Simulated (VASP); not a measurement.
# Ru16N in VASP: single point with PBE

Aim: the single point of Ru16N with PBE.

Program: VASP 6.6.1. These are calculated values, not measurements. Logs are shortened: lines on timing, memory, paths and dates and some standing lists are left out, and cuts for length are marked.

## Step 1: The cell of the first run

The cell holds a slab with vacuum, 17 atoms: a = 5.440 Å, b = 5.440 Å, c = 21.866 Å, α = 90.00°, β = 90.00°, γ = 120.00°.

## Step 2: Single point, PBE

INCAR reads:

```
SYSTEM = Ru16N
ALGO = Fast
DIPOL = 0.5 0.5 0.342
EDIFF = 1E-6
ENCUT = 520
GGA = PE
IDIPOL = 3
ISIF = 2
ISMEAR = 0
LASPH = .True.
LCHARG = .False.
LDIPOL = .True.
LREAL = Auto
LWAVE = .False.
NBANDS = 128
NELM = 80
PREC = Accurate
SIGMA = 0.1
```

KPOINTS reads:

```
k-points
0
Gamma
  6 6 1
  0 0 0
```

POSCAR reads:

```
Ru16N
1.0
    5.4400501761      0.0000000000      0.0000000000
   -2.7200250880      4.7112216504      0.0000000000
    0.0000000000      0.0000000000     21.8659169401
Ru N
16 1
Direct
    0.3333333333      0.1666666667      0.1829331014
    0.3333333333      0.6666666667      0.1829331014
    0.8333333333      0.1666666667      0.1829331014
    0.8333333333      0.6666666667      0.1829331014
    0.1666666666      0.3333333333      0.2811857727
    0.1666666667      0.8333333333      0.2811857727
    0.6666666666      0.3333333333      0.2811857727
    0.6666666666      0.8333333333      0.2811857727
    0.3333333333      0.1666666667      0.3790822100
    0.3333333333      0.6666666667      0.3790822100
    0.8333333333      0.1666666667      0.3790822100
    0.8333333333      0.6666666667      0.3790822100
    0.1666666666      0.3333333333      0.4740673336
    0.1666666667      0.8333333333      0.4740673336
    0.6666666666      0.3333333333      0.4740673336
    0.6666666666      0.8333333333      0.4740673336
    0.2500000000      0.5000000000      0.5435791450
```

Potentials or basis: VASP PAW PBE potentials, release 64 (Ru_pv, N).

Run with:

```sh
cat potpaw_PBE.64/Ru_pv/POTCAR potpaw_PBE.64/N/POTCAR > POTCAR
mpirun -np 1 vasp_std > vasp.out
```

OUTCAR:

```text
SYSTEM = Ru16N
   EDIFF = 1E-6
   ENCUT = 520
   GGA = PE
   ISIF = 2
   ISMEAR = 0
   LASPH = .True.
   LREAL = Auto
   NELM = 80
   PREC = Accurate

 ion  position               nearest neighbor table
   1  0.333  0.167  0.183-   5 2.66   7 2.66   6 2.66   3 2.72   3 2.72   2 2.72   2 2.72   4 2.72
                             4 2.72
   2  0.333  0.667  0.183-   6 2.66   8 2.66   5 2.66   4 2.72   4 2.72   1 2.72   1 2.72   3 2.72
                             3 2.72
   3  0.833  0.167  0.183-   7 2.66   5 2.66   8 2.66   1 2.72   1 2.72   4 2.72   4 2.72   2 2.72
                             2 2.72
   4  0.833  0.667  0.183-   8 2.66   6 2.66   7 2.66   2 2.72   2 2.72   3 2.72   3 2.72   1 2.72
                             1 2.72
   5  0.167  0.333  0.281-   9 2.65  11 2.65  10 2.65   1 2.66   3 2.66   2 2.66   6 2.72   7 2.72
                             7 2.72   8 2.72   8 2.72   6 2.72
   6  0.167  0.833  0.281-  10 2.65  12 2.65   9 2.65   2 2.66   4 2.66   1 2.66   8 2.72   5 2.72
                             7 2.72   5 2.72   7 2.72   8 2.72
   7  0.667  0.333  0.281-  11 2.65   9 2.65  12 2.65   3 2.66   1 2.66   4 2.66   6 2.72   5 2.72
                             5 2.72   8 2.72   8 2.72   6 2.72
   8  0.667  0.833  0.281-  12 2.65  10 2.65  11 2.65   4 2.66   2 2.66   3 2.66   6 2.72   7 2.72
                             7 2.72   5 2.72   5 2.72   6 2.72
   9  0.333  0.167  0.379-  13 2.60  15 2.60  14 2.60   5 2.65   7 2.65   6 2.65  11 2.72  11 2.72
                            10 2.72  10 2.72  12 2.72  12 2.72
  10  0.333  0.667  0.379-  14 2.60  16 2.60  13 2.60   6 2.65   8 2.65   5 2.65  12 2.72  12 2.72
                             9 2.72   9 2.72  11 2.72  11 2.72
  11  0.833  0.167  0.379-  15 2.60  13 2.60  16 2.60   7 2.65   5 2.65   8 2.65   9 2.72   9 2.72
                            12 2.72  12 2.72  10 2.72  10 2.72
  12  0.833  0.667  0.379-  16 2.60  14 2.60  15 2.60   8 2.65   6 2.65   7 2.65  10 2.72  10 2.72
                            11 2.72  11 2.72   9 2.72   9 2.72
  13  0.167  0.333  0.474-  17 1.71   9 2.60  11 2.60  10 2.60  14 2.72  15 2.72  15 2.72  16 2.72
                            16 2.72  14 2.72
  14  0.167  0.833  0.474-  10 2.60  12 2.60   9 2.60  16 2.72  13 2.72  15 2.72  13 2.72  15 2.72
                            16 2.72
  15  0.667  0.333  0.474-  11 2.60   9 2.60  12 2.60  14 2.72  13 2.72  13 2.72  16 2.72  16 2.72
                            14 2.72
  16  0.667  0.833  0.474-  12 2.60  10 2.60  11 2.60  14 2.72  15 2.72  15 2.72  13 2.72  13 2.72
                            14 2.72
  17  0.250  0.500  0.544-  13 1.71

  LATTYP: Found a hexagonal cell.
 ALAT       =     5.4400501761
 C/A-ratio  =     4.0194329523

  Lattice vectors:

 A1 = (   5.4400501761,   0.0000000000,   0.0000000000)
 A2 = (  -2.7200250880,   4.7112216504,   0.0000000000)
 A3 = (   0.0000000000,   0.0000000000,  21.8659169401)

Analysis of symmetry for initial positions (statically):
=====================================================================
 Subroutine PRICEL returns:
 Original cell was already a primitive cell.

 Routine SETGRP: Setting up the symmetry group for a
 hexagonal supercell.

 Subroutine GETGRP returns: Found  2 space group operations
 (whereof  2 operations were pure point group operations)
 out of a pool of 24 trial point group operations.

The static configuration has the point symmetry C_1h.

Analysis of symmetry for dynamics (positions and initial velocities):
=====================================================================
 Subroutine PRICEL returns:
 Original cell was already a primitive cell.

 Routine SETGRP: Setting up the symmetry group for a
 hexagonal supercell.

 Subroutine GETGRP returns: Found  2 space group operations
 (whereof  2 operations were pure point group operations)
 out of a pool of 24 trial point group operations.

The dynamic configuration has the point symmetry C_1h.

 Subroutine INISYM returns: Found  2 space group operations
 (whereof  2 operations are pure point group operations),
 and found     1 'primitive' translations

----------------------------------------------------------------------------------------

                                     Primitive cell

  volume of cell :     560.4078

  direct lattice vectors                    reciprocal lattice vectors
     5.440050176  0.000000000  0.000000000     0.183821834  0.106129585  0.000000000
    -2.720025088  4.711221650  0.000000000     0.000000000  0.212259171  0.000000000
     0.000000000  0.000000000 21.865916940     0.000000000  0.000000000  0.045733275

  length of vectors
     5.440050176  5.440050176 21.865916940     0.212259171  0.212259171  0.045733275

[... 62 lines left out ...]

 Found     13 irreducible k-points:

 Following reciprocal coordinates:
            Coordinates               Weight
  0.000000  0.000000  0.000000      1.000000
  0.166667  0.000000  0.000000      4.000000
  0.000000  0.166667  0.000000      2.000000
  0.333333 -0.000000  0.000000      4.000000
  0.000000  0.333333  0.000000      2.000000
  0.500000  0.000000  0.000000      2.000000
  0.000000  0.500000  0.000000      1.000000
  0.166667  0.166667  0.000000      4.000000
 -0.333333  0.166667  0.000000      2.000000
  0.333333  0.166667  0.000000      4.000000
 -0.166667  0.500000  0.000000      4.000000
  0.500000  0.333333  0.000000      4.000000
  0.333333  0.333333  0.000000      2.000000
   k-points           NKPTS =     13   k-points in BZ     NKDIM =     13   number of bands    NBANDS=    128
   number of dos      NEDOS =    301   number of ions     NIONS =     17
   total plane-waves  NPLWV = 268800
   dimension x,y,z NGX =    40 NGY =   40 NGZ =  168
   dimension x,y,z NGXF=    80 NGYF=   80 NGZF=  336
   ions per type =              16   1
   NGX,Y,Z   is equivalent  to a cutoff of  12.22, 12.22, 12.77 a.u.
   NGXF,Y,Z  is equivalent  to a cutoff of  24.45, 24.45, 25.55 a.u.
 SYSTEM =  Ru16N
   PREC   = accura    normal or accurate (medium, high low for compatibility)
   ISTART =      0    job   : 0-new  1-cont  2-samecut
   ICHARG =      2    charge: 1-file 2-atom 10-const
   ISPIN  =      1    spin polarized calculation?
   LNONCOLLINEAR =      F non collinear calculations
   LSORBIT =      F    spin-orbit coupling
   LASPH  =      T    aspherical Exc in radial PAW
   ENCUT  =  520.0 eV  38.22 Ry    6.18 a.u.  10.11 10.11 40.66*2*pi/ulx,y,z
   NELM   =     80;   NELMIN=  2; NELMDL= -5     # of ELM steps
   EDIFF  = 0.1E-05   stopping-criterion for ELM
   LREAL  =      T    real-space projection
   EDIFFG = 0.1E-04   stopping-criterion for IOM
   NSW    =      0    number of steps for IOM
   IBRION =     -1    ionic relax: 0-MD 1-quasi-New 2-CG
   NFREE  =      0    steps in history (QN), initial steepest desc. (CG)
   ISIF   =      2    stress and relaxation
   ISYM   =      2    0-nonsym 1-usesym 2-fastsym
   POTIM  = 0.5000    time-step for ionic-motion
   TEBEG  =    0.0;   TEEND  =   0.0 temperature during run
   PSTRESS=    0.0 pullay stress
   NELECT =     229.0000    total number of electrons
   NUPDOWN=      -1.0000    fix difference up-down
   EMIN   =  10.00;   EMAX   =-10.00  energy-range for DOS
   EFERMI =   0.00;   METHOD = LEGACY
   ISMEAR =     0;   SIGMA  =   0.10  broadening in eV -4-tet -1-fermi 0-gaus
   EFERMI_NEDOS =   21; number of points for ismear=-14 and -15
   IALGO  =     68    algorithm
   IMIX   =      4    mixing-type and parameters
     AMIX     =   0.40;   BMIX     =  1.00
     AMIX_MAG =   1.60;   BMIX_MAG =  1.00
  volume/ion in A,a.u.               =      32.97       222.46
  Fermi-wavevector in a.u.,A,eV,Ry     =   1.214839  2.295712 20.079927  1.475833
  Thomas-Fermi vector in A             =   2.350245
   LORBIT       =      0    0 simple, 1 ext, 2 COOP (PROOUT), +10 PAW based schemes
   GGA     = PE    functional components
   LHFCALC =     F    Hartree Fock is set to
   AEXX    =    0.0000 exact exchange contribution
   IVDW    =     0    specifies the selected vdW correction
   LEPSILON=     F    determine dielectric tensor
   LRPA    =     F    only Hartree local field effects (RPA)
 non-spin polarized calculation
 RMM-DIIS sequential band-by-band and
 Gauss-broadening in eV      SIGMA  =   0.10
  energy-cutoff  :      520.00
  volume of cell :      560.41
 maximum number of plane-waves:     15122
   NGX = 21   NGY = 21   NGZ = 81

 dipolmoment           0.000000      0.000000     -0.010269 electrons x Angstroem

 number of electron     229.0000080 magnetization

 dipolmoment           0.000000      0.000000      0.084741 electrons x Angstroem

 Free energy of the ion-electron system (eV)
  ---------------------------------------------------
  ext. energy  EPLUGINS =         0.00000000
  ---------------------------------------------------
  free energy    TOTEN  =      -146.77953075 eV

  energy without entropy =     -146.68536486  energy(sigma->0) =     -146.73244781

 E-fermi :   1.8950     XC(G=0):  -6.5456

 val. band max:        1.8904481083   @ k =   0.0000   0.1667   0.0000
 cond. band min:       1.8987251001   @ k =   0.0000   0.1667   0.0000
 fundamental gap:      0.0082769919
 Fermi energy:         1.8949849904

 k-point     1 :       0.0000    0.0000    0.0000
  band No.  band energies     occupation
      1     -42.2764      2.00000
      2     -41.7221      2.00000
      3     -41.7180      2.00000
      4     -41.7014      2.00000
      5     -41.7009      2.00000
      6     -41.6879      2.00000
[... 1666 lines left out ...]
    125       2.6750      0.00000
    126       2.7092      0.00000
 [bands above 126 left out]

------------------------ aborting loop because EDIFF is reached ----------------------------------------

 vacuum level on the upper side and lower side of the slab       (xc-potential included)         0.288        -0.296

  FORCE on cell =-STRESS in cart. coord.  units (eV):
  Direction    XX          YY          ZZ          XY          YZ          ZX
  --------------------------------------------------------------------------------------
  -------------------------------------------------------------------------------------
  Total       -9.5447463    -10.3431393     -2.0780828     -0.0000000      2.7813528      0.0000000
  in kB      -27.2879452    -29.5705103     -5.9411333     -0.0000000      7.9517466      0.0000000
  external PRESSURE =     -20.9331963 kB  Pullay stress =       0.0000000 kB

 VOLUME and BASIS-vectors are now :
 -----------------------------------------------------------------------------
  energy-cutoff  :      520.00
  volume of cell :      560.41
      direct lattice vectors                 reciprocal lattice vectors
     5.440050176  0.000000000  0.000000000     0.183821834  0.106129585  0.000000000
    -2.720025088  4.711221650  0.000000000     0.000000000  0.212259171  0.000000000
     0.000000000  0.000000000 21.865916940     0.000000000  0.000000000  0.045733275

 POSITION                                       TOTAL-FORCE (eV/Angst)
 -----------------------------------------------------------------------------------
      1.36001      0.78520      4.00000         0.024463     -0.002028      0.561428
     -0.00000      3.14081      4.00000         0.000000      0.010969      0.567312
      4.08004      0.78520      4.00000        -0.024463     -0.002028      0.561428
      2.72003      3.14081      4.00000        -0.000000     -0.130861      0.805166
     -0.00000      1.57041      6.14838        -0.000000     -0.040609     -0.478207
     -1.36001      3.92602      6.14838        -0.092329      0.002303     -0.538897
[... 9 lines left out ...]
      1.36001      3.92602     10.36592        -0.003420      0.063516      0.460488
      0.00000      2.35561     11.88586         0.000000      1.346375      0.115554
 -----------------------------------------------------------------------------------
    total drift:                                0.000003      0.000548      0.034360

  FREE ENERGIE OF THE ION-ELECTRON SYSTEM (eV)
  ---------------------------------------------------
  free  energy   TOTEN  =      -146.7795307502 eV

  energy  without entropy=     -146.6853648645  energy(sigma->0) =     -146.73244781

 vacuum level on the upper side and lower side of the slab         7.590         6.992
```

It took 75 min on 1 thread of Oxide Virtual Turin-like, shared host; peak memory 0.94 GiB.

What came out:

```yaml
Free_energy: -146.7795 eV
Largest_force: 1.569 eV/Å
Band_gap_on_the_k_mesh: zero (an odd number of electrons rules out a gap without spin polarisation)
```

Forces on the atoms (eV/Å):
```
Ru   0.024 -0.002  0.561
Ru   0.000  0.011  0.567
Ru  -0.024 -0.002  0.561
Ru   0.000 -0.131  0.805
Ru   0.000 -0.041 -0.478
Ru  -0.092  0.002 -0.539
Ru   0.000  0.169 -0.882
Ru   0.092  0.002 -0.539
Ru   0.255 -0.154 -0.478
Ru   0.000  0.176 -0.586
Ru  -0.255 -0.154 -0.478
Ru   0.000 -0.113 -0.199
Ru   0.000 -1.274  0.916
Ru   0.003  0.064  0.460
Ru   0.000  0.037 -0.268
Ru  -0.003  0.064  0.460
N    0.000  1.346  0.116
```

Levels at points of the mesh, in eV from the Fermi level:
```
           k point  band 113  band 114  band 115  band 116  band 117  band 118
(0.00, 0.00, 0.00)      0.66      0.84      0.92      0.98      1.10      1.11
(0.50, 0.00, 0.00)     -0.60     -0.55     -0.31     -0.24     -0.13     -0.05
(0.00, 0.50, 0.00)     -0.60     -0.50     -0.33     -0.17     -0.08     -0.03
```
